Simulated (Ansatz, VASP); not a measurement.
**ZnS in VASP and in Ansatz**

File POSCAR:

```
ZnS
1.0
    3.8087369152      0.0000000000      0.0000000000
   -1.9043684576      3.2984629249      0.0000000000
    0.0000000000      0.0000000000     12.4664651431
Zn S
4 4
Direct
    0.0000000000      0.0000000000      0.0068990692
    0.0000000000      0.0000000000      0.4933297156
    0.3333333333      0.6666666667      0.2533329151
    0.6666666667      0.3333333333      0.7468083197
    0.0000000000      0.0000000000      0.1661796535
    0.0000000000      0.0000000000      0.7082926337
    0.3333333333      0.6666666667      0.4404747733
    0.6666666667      0.3333333333      0.9346829199
```

INCAR.step1

```
SYSTEM = ZnS
  PREC = Accurate
  ENCUT = 520
  ISMEAR = 0
  SIGMA = 0.05
  LREAL = .FALSE.
  LASPH = .TRUE.
  NELM = 100
  NBANDS = 46
  GGA = PE
  ALGO = Normal
  EDIFF = 1E-4
  LWAVE = .TRUE.
  LCHARG = .FALSE.
```

INCAR.step2

```
SYSTEM = ZnS
  PREC = Accurate
  ENCUT = 520
  EDIFF = 1E-6
  ISMEAR = 0
  SIGMA = 0.05
  LREAL = .FALSE.
  LASPH = .TRUE.
  NELM = 100
  ALGO = Normal
  ISIF = 2
  LWAVE = .FALSE.
  LCHARG = .FALSE.
  METAGGA = R2SCAN
  LMIXTAU = .TRUE.
  NBANDS = 46
  ISTART = 1
```

The input KPOINTS:

```
Automatic mesh
0
G
  6 6 2
  0 0 0
```

Input for Ansatz:

```yaml
crystal:
  lattice:
    - [3.8087369152, 0.0, 0.0]
    - [-1.9043684576, 3.2984629249, 0.0]
    - [0.0, 0.0, 12.4664651431]
  atoms:
    - { symbol: Zn, position: [0.0, 0.0, 0.0068990692] }
    - { symbol: Zn, position: [0.0, 0.0, 0.4933297156] }
    - { symbol: Zn, position: [0.3333333333, 0.6666666667, 0.2533329151] }
    - { symbol: Zn, position: [0.6666666667, 0.3333333333, 0.7468083197] }
    - { symbol: S, position: [0.0, 0.0, 0.1661796535] }
    - { symbol: S, position: [0.0, 0.0, 0.7082926337] }
    - { symbol: S, position: [0.3333333333, 0.6666666667, 0.4404747733] }
    - { symbol: S, position: [0.6666666667, 0.3333333333, 0.9346829199] }
basis:
  ecutwfc: 500
kpoints:
  mp_grid: { grid: [6, 6, 2] }
hamiltonian:
  xc: r2scan
scf:
  occupations: { method: gaussian, width: 0.05 }
output:
  forces: true
  stress: true
  eigenvalues: true
```

Change from the starting cell: mode 24 (340.4 1/cm) frozen in, largest displacement +0.263 Å.

Alike in both runs: task single point; functional r2SCAN; k mesh 6 × 6 × 2; occupations gaussian, width 0.05 eV; no spin polarisation.

|  | VASP | Ansatz |
| --- | --- | --- |
| version | VASP 6.6.1 | Ansatz 0.2.0 |
| potentials or method | VASP PAW PBE potentials, release 64 (Zn, S), cutoff 520 eV | scalar-relativistic, plane waves, PAW |
| valence electrons in the cell | 72 | 72 |

Ansatz gave:

```
gap on the k mesh at the Fermi level (eV)                     : 1.64
least direct gap on the mesh (eV)                             : 1.64
pressure (GPa)                                                : 2.3
traceless stress, the component that is largest in VASP (GPa) : 3.46
rms of the force components (eV/Å)                            : 1.687
```

Task: Which values does VASP return?

Result: gap on the k mesh at the Fermi level (eV): 1.63; least direct gap on the mesh (eV): 1.63; pressure (GPa): 2.4; traceless stress, the component that is largest in VASP (GPa): 3.56; rms of the force components (eV/Å): 1.709.

VASP's potentials were made for PBE, not for r2SCAN. Atom by atom the forces differ by 0.024 eV/Å (rms over components).
